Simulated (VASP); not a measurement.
The system is Li2S.

```
Li S
1.0
     0.00000    2.85400    2.85400
     2.85400    0.00000    2.85400
     2.85400    2.85400    0.00000
Li S
2 1
Direct
  0.25000 0.25000 0.25000
  0.75000 0.75000 0.75000
  0.00000 0.00000 0.00000
```

Program: VASP 6.6.1. Alike in all runs: task single point; potentials or basis VASP PAW PBE potentials, release 64 (Li_sv, S); no spin polarisation; cell as given; k mesh 8 × 8 × 8; cutoff (eV) 750; smearing gaussian 0.05 eV.

Order these runs on this cell by their band gap on the k mesh, lowest first.
A. level PBEsol+D3(BJ)
B. level PBE
C. level BLYP

A (3.22 eV), B (3.39 eV), C (3.64 eV).

Caveats: the cell stands under tension (at least some runs).

A k mesh can miss the band edges.
